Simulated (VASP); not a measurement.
A run of VASP 6.6.1:

The input INCAR:

```
ALGO = Normal ; EDIFF = 1E-7
ENCUT = 520 ; GGA = PE
ISIF = 2 ; ISMEAR = -1
ISPIN = 2 ; LASPH = True
LCHARG = False ; LMAXMIX = 4
LORBIT = 11 ; LREAL = False
LWAVE = False ; MAGMOM = 2.33 0
NBANDS = 24 ; NELM = 150
NUPDOWN = 2.33 ; PREC = Accurate
SIGMA = 0.1
```

Contents of KPOINTS:

```
k-points
0
Gamma
  10 10 10
```

The input POSCAR:

```
MnHg
1.0
    3.3150000000      0.0000000000      0.0000000000
    0.0000000000      3.3150000000      0.0000000000
    0.0000000000      0.0000000000      3.3150000000
Mn Hg
1 1
Direct
    0.5000000000      0.5000000000      0.5000000000
    0.0000000000      0.0000000000      0.0000000000
```

Potentials or basis: VASP PAW PBE potentials, release 64 (Mn_pv, Hg).

The run is started by

```console
$ cat potpaw_PBE.64/Mn_pv/POTCAR potpaw_PBE.64/Hg/POTCAR > POTCAR
$ mpirun -np 1 vasp_std > vasp.out
```

Hardware: 1 thread of Intel(R) Xeon(R) 6975P-C (Granite Rapids) (shared host).

How long does it take, and how much memory?

Wall time 43 s on 1 thread of Intel(R) Xeon(R) 6975P-C (Granite Rapids), on a shared host, peak memory 0.22 GiB. Counts: scf iterations 16, k points 56.
